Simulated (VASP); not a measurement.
# MgNi3C (Pm-3m) in VASP: a series of runs

The runs below take MgNi3C through single point, relaxation of cell and atoms, with LDA.

Everything below comes from runs of VASP 6.6.1. Logs are shortened: lines on timing, memory, paths and dates and some standing lists are left out, and cuts for length are marked.

## 1. The cell of the first run

It takes space group Pm-3m (No. 221, cubic). The conventional cell has a = 3.733 Å, b = 3.733 Å, c = 3.733 Å, α = 90.00°, β = 90.00°, γ = 90.00°. Within 3.5 Å of Mg (site symmetry m-3m) lie 12 Ni at 2.64 Å and 8 C at 3.23 Å. Within 2.5 Å of Ni (site symmetry 4/mmm) lie 2 C at 1.87 Å. Within 2.5 Å of C (site symmetry m-3m) lie 6 Ni at 1.87 Å.

## 2. Single point, LDA

The input, INCAR:

```
PREC = Accurate
ENCUT = 520
EDIFF = 1E-7
ISMEAR = 0
SIGMA = 0.1
LREAL = False
LASPH = True
NELM = 100
ALGO = Normal
ISIF = 2
LWAVE = False
LCHARG = True
LELF = True
LVHAR = True
NBANDS = 26
```

The input, KPOINTS:

```
regular mesh
0
Gamma
  10 10 10
```

The input, POSCAR:

```
MgNi3C
1.0
    3.7325659150      0.0000000000      0.0000000000
    0.0000000000      3.7325659150      0.0000000000
    0.0000000000      0.0000000000      3.7325659150
Mg Ni C
1 3 1
Direct
    0.0000000000      0.0000000000      0.0000000000
    0.0000000000      0.5000000000      0.5000000000
    0.5000000000      0.0000000000      0.5000000000
    0.5000000000      0.5000000000      0.0000000000
    0.5000000000      0.5000000000      0.5000000000
```

Potentials or basis: VASP PAW LDA potentials, release 64 (Mg, Ni, C).

Command:

```console
cat potpaw_LDA.64/Mg/POTCAR potpaw_LDA.64/Ni/POTCAR potpaw_LDA.64/C/POTCAR > POTCAR
mpirun -np 1 vasp_std > vasp.out
```

OUTCAR:

```text
PREC = Accurate
   ENCUT = 520
   EDIFF = 1E-7
   ISMEAR = 0
   LREAL = False
   LASPH = True
   NELM = 100
   ISIF = 2

 ion  position               nearest neighbor table
   1  0.000  0.000  0.000-   2 2.64   3 2.64   4 2.64   2 2.64   3 2.64   2 2.64   4 2.64   2 2.64
                             3 2.64   4 2.64   3 2.64   4 2.64
   2  0.000  0.500  0.500-   5 1.87   5 1.87   4 2.64   1 2.64   1 2.64   4 2.64   1 2.64   3 2.64
                             1 2.64   3 2.64   4 2.64   3 2.64   4 2.64   3 2.64
   3  0.500  0.000  0.500-   5 1.87   5 1.87   4 2.64   1 2.64   1 2.64   4 2.64   2 2.64   4 2.64
                             2 2.64   4 2.64   1 2.64   2 2.64   1 2.64   2 2.64
   4  0.500  0.500  0.000-   5 1.87   5 1.87   3 2.64   1 2.64   2 2.64   3 2.64   2 2.64   1 2.64
                             3 2.64   3 2.64   1 2.64   2 2.64   2 2.64   1 2.64
   5  0.500  0.500  0.500-   2 1.87   3 1.87   4 1.87   4 1.87   3 1.87   2 1.87

  LATTYP: Found a simple cubic cell.
 ALAT       =     3.7325659150

  Lattice vectors:

 A1 = (   3.7325659150,   0.0000000000,   0.0000000000)
 A2 = (   0.0000000000,   3.7325659150,   0.0000000000)
 A3 = (   0.0000000000,   0.0000000000,   3.7325659150)

Analysis of symmetry for initial positions (statically):
=====================================================================
 Subroutine PRICEL returns:
 Original cell was already a primitive cell.

 Routine SETGRP: Setting up the symmetry group for a
 simple cubic supercell.

 Subroutine GETGRP returns: Found 48 space group operations
 (whereof 48 operations were pure point group operations)
 out of a pool of 48 trial point group operations.

The static configuration has the point symmetry O_h .

Analysis of symmetry for dynamics (positions and initial velocities):
=====================================================================
 Subroutine PRICEL returns:
 Original cell was already a primitive cell.

 Routine SETGRP: Setting up the symmetry group for a
 simple cubic supercell.

 Subroutine GETGRP returns: Found 48 space group operations
 (whereof 48 operations were pure point group operations)
 out of a pool of 48 trial point group operations.

The dynamic configuration has the point symmetry O_h .

 Subroutine INISYM returns: Found 48 space group operations
 (whereof 48 operations are pure point group operations),
 and found     1 'primitive' translations

----------------------------------------------------------------------------------------

                                     Primitive cell

  volume of cell :      52.0023

  direct lattice vectors                    reciprocal lattice vectors
     3.732565915  0.000000000  0.000000000     0.267912214  0.000000000  0.000000000
     0.000000000  3.732565915  0.000000000     0.000000000  0.267912214  0.000000000
     0.000000000  0.000000000  3.732565915     0.000000000  0.000000000  0.267912214

  length of vectors
     3.732565915  3.732565915  3.732565915     0.267912214  0.267912214  0.267912214

  position of ions in fractional coordinates (direct lattice)
     0.000000000  0.000000000  0.000000000
     0.000000000  0.500000000  0.500000000
     0.500000000  0.000000000  0.500000000
     0.500000000  0.500000000  0.000000000
     0.500000000  0.500000000  0.500000000

  ion indices of the primitive-cell ions
   primitive index   ion index
                 1           1
                 2           2
                 3           3
                 4           4
                 5           5

----------------------------------------------------------------------------------------

 KPOINTS: regular mesh

Automatic generation of k-mesh.
 Grid dimensions read from file:
 generate k-points for:   10   10   10

 Generating k-lattice:

  Cartesian coordinates                     Fractional coordinates (reciprocal lattice)
     0.026791221  0.000000000  0.000000000     0.100000000  0.000000000  0.000000000
     0.000000000  0.026791221  0.000000000     0.000000000  0.100000000  0.000000000
     0.000000000  0.000000000  0.026791221     0.000000000  0.000000000  0.100000000

  Length of vectors
     0.026791221  0.026791221  0.026791221

  Shift w.r.t. Gamma in fractional coordinates (k-lattice)
     0.000000000  0.000000000  0.000000000

 Subroutine IBZKPT returns following result:
 ===========================================

 Found     56 irreducible k-points:

 Following reciprocal coordinates:
            Coordinates               Weight
  0.000000  0.000000  0.000000      1.000000
  0.100000  0.000000  0.000000      6.000000
  0.200000  0.000000  0.000000      6.000000
  0.300000  0.000000  0.000000      6.000000
  0.400000  0.000000  0.000000      6.000000
  0.500000  0.000000  0.000000      3.000000
[... 16 lines left out ...]
  0.200000  0.100000  0.100000     24.000000
  0.300000  0.100000  0.100000     24.000000
 [... further k-points ...]
   k-points           NKPTS =     56   k-points in BZ     NKDIM =     56   number of bands    NBANDS=     26
   number of dos      NEDOS =    301   number of ions     NIONS =      5
   total plane-waves  NPLWV =  21952
   dimension x,y,z NGX =    28 NGY =   28 NGZ =   28
   dimension x,y,z NGXF=    56 NGYF=   56 NGZF=   56
   ions per type =               1   3   1
   NGX,Y,Z   is equivalent  to a cutoff of  12.47, 12.47, 12.47 a.u.
   NGXF,Y,Z  is equivalent  to a cutoff of  24.94, 24.94, 24.94 a.u.
 SYSTEM =  unknown system
   PREC   = accura    normal or accurate (medium, high low for compatibility)
   ISTART =      0    job   : 0-new  1-cont  2-samecut
   ICHARG =      2    charge: 1-file 2-atom 10-const
   ISPIN  =      1    spin polarized calculation?
   LNONCOLLINEAR =      F non collinear calculations
   LSORBIT =      F    spin-orbit coupling
   LASPH  =      T    aspherical Exc in radial PAW
   ENCUT  =  520.0 eV  38.22 Ry    6.18 a.u.   6.94  6.94  6.94*2*pi/ulx,y,z
   NELM   =    100;   NELMIN=  2; NELMDL= -5     # of ELM steps
   EDIFF  = 0.1E-06   stopping-criterion for ELM
   LREAL  =      F    real-space projection
   EDIFFG = 0.1E-05   stopping-criterion for IOM
   NSW    =      0    number of steps for IOM
   IBRION =     -1    ionic relax: 0-MD 1-quasi-New 2-CG
   NFREE  =      0    steps in history (QN), initial steepest desc. (CG)
   ISIF   =      2    stress and relaxation
   ISYM   =      2    0-nonsym 1-usesym 2-fastsym
   POTIM  = 0.5000    time-step for ionic-motion
   TEBEG  =    0.0;   TEEND  =   0.0 temperature during run
   PSTRESS=    0.0 pullay stress
   NELECT =      36.0000    total number of electrons
   NUPDOWN=      -1.0000    fix difference up-down
   EMIN   =  10.00;   EMAX   =-10.00  energy-range for DOS
   EFERMI =   0.00;   METHOD = LEGACY
   ISMEAR =     0;   SIGMA  =   0.10  broadening in eV -4-tet -1-fermi 0-gaus
   EFERMI_NEDOS =   21; number of points for ismear=-14 and -15
   IALGO  =     38    algorithm
   IMIX   =      4    mixing-type and parameters
     AMIX     =   0.40;   BMIX     =  1.00
     AMIX_MAG =   1.60;   BMIX_MAG =  1.00
  volume/ion in A,a.u.               =      10.40        70.19
  Fermi-wavevector in a.u.,A,eV,Ry     =   1.448221  2.736741 28.536099  2.097344
  Thomas-Fermi vector in A             =   2.566087
   LORBIT       =      0    0 simple, 1 ext, 2 COOP (PROOUT), +10 PAW based schemes
   GGA     = CA    functional components
   LHFCALC =     F    Hartree Fock is set to
   AEXX    =    0.0000 exact exchange contribution
   IVDW    =     0    specifies the selected vdW correction
   LEPSILON=     F    determine dielectric tensor
   LRPA    =     F    only Hartree local field effects (RPA)
 non-spin polarized calculation
 Gauss-broadening in eV      SIGMA  =   0.10
  energy-cutoff  :      520.00
  volume of cell :       52.00
 maximum number of plane-waves:      1416
 NGX is ok and might be reduce to    28
   NGX = 13   NGY = 13   NGZ = 13

 number of electron      35.9999918 magnetization

 Free energy of the ion-electron system (eV)
  ---------------------------------------------------
  ext. energy  EPLUGINS =         0.00000000
  ---------------------------------------------------
  free energy    TOTEN  =       -32.88070972 eV

  energy without entropy =      -32.85211792  energy(sigma->0) =      -32.86641382

 E-fermi :   8.1818     XC(G=0): -12.7108

 val. band max:        8.1718405482   @ k =   0.2000   0.2000   0.1000
 cond. band min:       8.1846139513   @ k =   0.5000   0.4000   0.4000
 fundamental gap:      0.0127734031
 Fermi energy:         8.1818206536

 k-point     1 :       0.0000    0.0000    0.0000
  band No.  band energies     occupation
      1      -5.6291      2.00000
      2       1.6347      2.00000
      3       4.5407      2.00000
      4       4.5407      2.00000
      5       4.5407      2.00000
      6       4.6200      2.00000
[... 18 lines left out ...]
     25      13.6715      0.00000
     26      20.3131      0.00000

 k-point     2 :       0.1000    0.0000    0.0000
  band No.  band energies     occupation
      1      -5.5612      2.00000
      2       1.6761      2.00000
      3       4.1093      2.00000
      4       4.2674      2.00000
      5       4.2674      2.00000
      6       4.5589      2.00000
[... 18 lines left out ...]
     25      14.6030      0.00000
     26      19.5732      0.00000

 k-point     3 :       0.2000    0.0000    0.0000
  band No.  band energies     occupation
      1      -5.3714      2.00000
      2       1.7157      2.00000
      3       3.3348      2.00000
      4       3.9704      2.00000
      5       3.9704      2.00000
      6       4.6084      2.00000
[... 18 lines left out ...]
     25      15.9002      0.00000
     26      18.3733      0.00000

 k-point     4 :       0.3000    0.0000    0.0000
  band No.  band energies     occupation
      1      -5.1065      2.00000
      2       1.4350      2.00000
      3       3.0426      2.00000
      4       3.7299      2.00000
      5       3.7299      2.00000
      6       4.6736      2.00000
[... 18 lines left out ...]
     25      17.1398      0.00000
     26      17.4377      0.00000

 k-point     5 :       0.4000    0.0000    0.0000
  band No.  band energies     occupation
      1      -4.8584      2.00000
      2       0.9369      2.00000
      3       3.3280      2.00000
      4       3.5752      2.00000
      5       3.5752      2.00000
      6       4.3177      2.00000
[... 18 lines left out ...]
     25      16.1842      0.00000
     26      17.0080      0.00000

 k-point     6 :       0.5000    0.0000    0.0000
  band No.  band energies     occupation
      1      -4.7530      2.00000
      2       0.7159      2.00000
      3       3.5221      2.00000
      4       3.5221      2.00000
      5       3.7656      2.00000
      6       3.8747      2.00000
[... 427 lines left out ...]
 k-point    21 :       0.5000    0.5000    0.0000
  band No.  band energies     occupation
      1      -3.8650      2.00000
      2       0.9702      2.00000
      3       0.9702      2.00000
      4       2.8964      2.00000
      5       4.3506      2.00000
      6       4.8348      2.00000
[... 18 lines left out ...]
     25      15.4319      0.00000
     26      17.6672      0.00000

 k-point    22 :       0.1000    0.1000    0.1000
  band No.  band energies     occupation
      1      -5.4257      2.00000
      2       1.7667      2.00000
      3       3.7693      2.00000
      4       3.7693      2.00000
      5       3.9462      2.00000
      6       4.7237      2.00000
[... 18 lines left out ...]
     25      15.0809      0.00000
     26      18.1642      0.00000

 k-point    23 :       0.2000    0.1000    0.1000
  band No.  band energies     occupation
      1      -5.2362      2.00000
      2       1.8197      2.00000
      3       3.1226      2.00000
      4       3.5457      2.00000
      5       3.7387      2.00000
      6       4.7541      2.00000
[... 18 lines left out ...]
     25      16.3474      0.00000
     26      17.0186      0.00000

 k-point    24 :       0.3000    0.1000    0.1000
  band No.  band energies     occupation
      1      -4.9716      2.00000
      2       1.5148      2.00000
      3       2.8820      2.00000
      4       3.3416      2.00000
      5       3.5729      2.00000
      6       4.7414      2.00000
[... 18 lines left out ...]
     25      16.2802      0.00000
     26      16.8474      0.00000

 [... further k-points ...]

------------------------ aborting loop because EDIFF is reached ----------------------------------------

  FORCE on cell =-STRESS in cart. coord.  units (eV):
  Direction    XX          YY          ZZ          XY          YZ          ZX
  --------------------------------------------------------------------------------------
  -------------------------------------------------------------------------------------
  Total       -0.0350257     -0.0350257     -0.0350257      0.0000000      0.0000000     -0.0000000
  in kB       -1.0791340     -1.0791340     -1.0791340      0.0000000      0.0000000     -0.0000000
  external PRESSURE =      -1.0791340 kB  Pullay stress =       0.0000000 kB

 VOLUME and BASIS-vectors are now :
 -----------------------------------------------------------------------------
  energy-cutoff  :      520.00
  volume of cell :       52.00
      direct lattice vectors                 reciprocal lattice vectors
     3.732565915  0.000000000  0.000000000     0.267912214  0.000000000  0.000000000
     0.000000000  3.732565915  0.000000000     0.000000000  0.267912214  0.000000000
     0.000000000  0.000000000  3.732565915     0.000000000  0.000000000  0.267912214

 POSITION                                       TOTAL-FORCE (eV/Angst)
 -----------------------------------------------------------------------------------
      0.00000      0.00000      0.00000         0.000000      0.000000      0.000000
      0.00000      1.86628      1.86628         0.000000      0.000000      0.000000
      1.86628      0.00000      1.86628         0.000000      0.000000      0.000000
      1.86628      1.86628      0.00000         0.000000      0.000000      0.000000
      1.86628      1.86628      1.86628         0.000000      0.000000      0.000000
 -----------------------------------------------------------------------------------
    total drift:                                0.000000      0.000000      0.000000

  FREE ENERGIE OF THE ION-ELECTRON SYSTEM (eV)
  ---------------------------------------------------
  free  energy   TOTEN  =       -32.8807097157 eV

  energy  without entropy=      -32.8521179191  energy(sigma->0) =      -32.86641382
```

Wall time 35 s (1 thread of Intel Xeon Platinum 8488C (Sapphire Rapids), shared host); peak memory 0.19 GiB.

What came out:

```yaml
Free_energy: -32.8807 eV
Pressure: -0.1 GPa
Band_gap_on_the_k_mesh: zero (bands 18 and 19 overlap by 0.97 eV)
```

## 3. Relaxation of cell and atoms, LDA

This run uses another cell than the first one, of 11.14 Å³/atom.

The input, INCAR:

```
PREC = Accurate ; ENCUT = 600
EDIFF = 1E-6 ; ISMEAR = 0
SIGMA = 0.1 ; LREAL = F
LASPH = T ; NELM = 100
ALGO = Normal ; ISIF = 3
LWAVE = F ; LCHARG = F
IBRION = 2 ; NSW = 70
EDIFFG = -0.005
```

The input, KPOINTS:

```
Automatic mesh
0
Gamma
  10 10 10
```

Changes to POSCAR since step 2:

```diff
@@ -2,5 +2,5 @@
 1.0
-    3.7325659150      0.0000000000      0.0000000000
-    0.0000000000      3.7325659150      0.0000000000
-    0.0000000000      0.0000000000      3.7325659150
+    3.8186365677      0.0000000000      0.0000000000
+    0.0000000000      3.8186365677      0.0000000000
+    0.0000000000      0.0000000000      3.8186365677
 Mg Ni C
```

Potentials or basis: VASP PAW LDA potentials, release 64 (Mg, Ni, C).

Command:

```console
cat potpaw_LDA.64/Mg/POTCAR potpaw_LDA.64/Ni/POTCAR potpaw_LDA.64/C/POTCAR > POTCAR
mpirun -np 1 vasp_std > vasp.out
```

Wall time 1.9 min (1 thread of Intel Xeon Platinum 8488C (Sapphire Rapids), shared host); peak memory 0.23 GiB.

The run converged. Its results:

```yaml
Free_energy: -32.8852 eV
Relaxed_volume: 10.39 Å³/atom
Relaxed_cell: a = 3.732 Å, b = 3.732 Å, c = 3.732 Å, α = 90.00°, β = 90.00°, γ = 90.00°
Space_group_after_relaxing_to_0.1_Å: Pm-3m (No. 221)
Energy_gained_by_relaxing: 30.9 meV/atom
Ionic_steps: 5
Pressure_after_relaxing: 0.0 GPa
Band_gap_on_the_k_mesh: zero (bands 18 and 19 overlap by 0.97 eV)
```

Step by step:
```csv
step,energy change (eV),largest force (eV/Å),pressure (GPa),volume (Å³)
1,0.0000,0.0000,-12.38,55.68
2,-0.0370,0.0000,13.67,49.03
3,-0.1547,0.0000,-0.11,51.96
4,-0.1547,0.0000,0.16,51.89
5,-0.1547,0.0000,-0.04,51.96
```

Final structure:
```cif
data_structure
_symmetry_space_group_name_H-M 'P 1'
_symmetry_Int_Tables_number 1
_cell_length_a 3.7316
_cell_length_b 3.7316
_cell_length_c 3.7316
_cell_angle_alpha 90.000
_cell_angle_beta 90.000
_cell_angle_gamma 90.000
_cell_volume 51.96
loop_
_atom_site_label
_atom_site_type_symbol
_atom_site_fract_x
_atom_site_fract_y
_atom_site_fract_z
_atom_site_occupancy
Mg1 Mg 0.00000 0.00000 0.00000 1
Ni1 Ni 0.00000 0.50000 0.50000 1
Ni2 Ni 0.50000 0.00000 0.50000 1
Ni3 Ni 0.50000 0.50000 0.00000 1
C1 C 0.50000 0.50000 0.50000 1
```

Levels at points of the mesh, in eV from the Fermi level:
```csv
k point,band 14,band 15,band 16,band 17,band 18,band 19,band 20,band 21,band 22
"(0.00, 0.00, 0.00)",-1.49,-1.49,-0.79,-0.79,-0.79,-0.50,3.67,5.35,5.35
"(0.50, 0.00, 0.00)",-1.49,-1.49,-1.09,-0.79,0.17,0.17,3.77,4.37,5.98
"(0.50, 0.50, 0.00)",-1.59,-1.47,-1.10,-0.43,-0.09,-0.09,1.36,5.05,5.88
"(0.50, 0.50, 0.50)",-1.09,-1.09,-1.09,-0.73,-0.73,-0.73,1.31,1.31,1.31
```
